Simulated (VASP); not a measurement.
Write the native input for VASP 6.6.1 that does the following.

| Item | Value |
| --- | --- |
| Task | single point |
| Functional | r2SCAN |
| Potentials or basis | VASP PAW PBE potentials, release 64 (C) |
| Cutoff | 520 eV |
| k mesh | 12 × 12 × 12 |
| Occupations | gaussian, width 0.05 eV |
| Spin | no spin polarisation |
| Dipole correction | no |
| Further INCAR settings | ALGO = Normal; EDIFF = 1e-06; NBANDS = 11 |

The system is C.

```
C
1.0
     1.25873    0.72673    3.17966
    -1.25873    0.72673    3.17966
     0.00000   -1.45345    3.17966
C
2
Direct
  0.16400 0.16400 0.16400
  0.83600 0.83600 0.83600
```

This cell differs from its parent crystal: strain +0.025 along x and y, -0.050 along z.

The input as run:

POSCAR

```
C
1.0
    1.2587270051      0.7267263753      3.1796602974
   -1.2587270051      0.7267263753      3.1796602974
    0.0000000000     -1.4534527505      3.1796602974
C
2
Direct
    0.1640000000      0.1640000000      0.1640000000
    0.8360000000      0.8360000000      0.8360000000
```

INCAR.step1

```
SYSTEM = C
PREC     = Accurate       ! precision mode
ENCUT    = 520            ! plane-wave cutoff, eV
ISMEAR   = 0              ! smearing method
SIGMA    = 0.05           ! smearing width, eV
LREAL    = .False.        ! projectors in reciprocal space
LASPH    = .True.         ! aspherical terms in the spheres
NELM     = 80             ! most SCF steps
NBANDS   = 11             ! bands
GGA      = PE             ! functional
ALGO     = Normal         ! electronic algorithm
EDIFF    = 1E-4           ! SCF threshold, eV
LWAVE    = .True.         ! write WAVECAR
LCHARG   = .False.        ! write CHGCAR
```

INCAR.step2

```
SYSTEM = C
PREC     = Accurate       ! precision mode
ENCUT    = 520            ! plane-wave cutoff, eV
EDIFF    = 1E-6           ! SCF threshold, eV
ISMEAR   = 0              ! smearing method
SIGMA    = 0.05           ! smearing width, eV
LREAL    = .False.        ! projectors in reciprocal space
LASPH    = .True.         ! aspherical terms in the spheres
NELM     = 80             ! most SCF steps
ALGO     = Normal         ! electronic algorithm
ISIF     = 2              ! what is computed and relaxed
LWAVE    = .False.        ! write WAVECAR
LCHARG   = .True.         ! write CHGCAR
METAGGA  = R2SCAN         ! meta-GGA
LMIXTAU  = .True.       
LELF     = .True.         ! ELF
LVHAR    = .True.       
NBANDS   = 11             ! bands
ISTART   = 1
```

KPOINTS

```
Automatic mesh
0
Gamma
  12 12 12
  0 0 0
```

Potentials or basis: VASP PAW PBE potentials, release 64 (C).

The run is started by

```sh
$ cat potpaw_PBE.64/C/POTCAR > POTCAR
$ cp INCAR.step1 INCAR
$ mpirun -np 1 vasp_std > vasp.out
$ cp INCAR.step2 INCAR
$ mpirun -np 1 vasp_std > vasp.out
```

Results of the run:

The pressure is -18.3 GPa and the largest force is 0.822 eV/Å. The band gap on the k mesh is 1.06 eV, direct.

Caveat: the cell differs from its parent crystal (strain +0.025 along x and y, -0.050 along z); the PAW data sets were made with another functional, which shifts forces and pressure a little.

Wall time 2.3 min on 1 thread of AMD EPYC 9R45 96-Core Processor (Zen 5) (shared host), peak memory 0.14 GiB.
